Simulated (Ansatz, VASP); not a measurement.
Mg: VASP beside Ansatz

The input INCAR:

```
PREC = Accurate ; ENCUT = 520
EDIFF = 1E-8 ; ISMEAR = -1
SIGMA = 0.08 ; LREAL = F
LASPH = T ; NELM = 60
ALGO = Normal ; ISIF = 2
LWAVE = F ; LCHARG = F
GGA = PS ; LEFG = T
NBANDS = 9
```

Contents of KPOINTS:

```
Automatic mesh
0
Gamma
  12 12 7
```

POSCAR

```
Mg
1.0
    3.2092715325      0.0160463577      0.0160463577
   -1.5907392128      2.7712874960      0.0058733745
    0.0260516500      0.0260516500      5.2103300000
Mg
2
Direct
    0.3333333333      0.6666666667      0.2500000000
    0.6666666667      0.3333333333      0.7500000000
```

Input for Ansatz:

```yaml
crystal:
  lattice:
    - [3.2092715325, 0.0160463577, 0.0160463577]
    - [-1.5907392128, 2.771287496, 0.0058733745]
    - [0.02605165, 0.02605165, 5.21033]
  atoms:
    - { symbol: Mg, position: [0.3333333333, 0.6666666667, 0.25] }
    - { symbol: Mg, position: [0.6666666667, 0.3333333333, 0.75] }
kpoints:
  mp_grid: { grid: [12, 12, 7] }
scf:
  occupations: { method: fermi_dirac, width: 0.08 }
hamiltonian:
  xc: pbesol
  pseudopotentials: { kind: paw }
output:
  forces: true
  stress: true
  eigenvalues: true
  efg: { contact_densities: true }
  write_density: true
  write_potential: true
  elf: true
  volumetric_format: npy
```

Change from the starting cell: equal xy, yz and zx shear strains of +1 %, PAW files.

Alike in both runs: task electric field gradients; functional PBEsol; k mesh 12 × 12 × 7; occupations fermi-dirac, width 0.08 eV; no spin polarisation.

|  | VASP | Ansatz |
| --- | --- | --- |
| version | VASP 6.6.1 | Ansatz 0.2.0 |
| potentials or method | VASP PAW PBE potentials, release 64 (Mg) | PAW with Ansatz's default frozen-core files, scalar-relativistic |
| plane-wave cutoff (eV) | 520 | 420 |
| valence electrons in the cell | 4 | 20 |

|  | VASP | Ansatz | Ansatz less VASP |
| --- | --- | --- | --- |
| pressure (GPa) | -1.2 | -1.1 | +0.06 |
| traceless stress, the component that is largest in VASP (GPa) | -0.49 | -0.49 | +0.002 |
| rms of the force components (eV/Å) | 0.004 | 0.004 | -0.0001 |
| size of Vzz on the site where it differs most (V/Å²) | 1.0 | 1.1 | +0.05 |

VASP's potentials were made for PBE, not for PBEsol. Atom by atom the forces differ by 0.000 eV/Å (rms over components). VASP's potentials hold 4 valence electrons a cell and Ansatz's 20, so a difference there can come from the potentials and not from the codes.
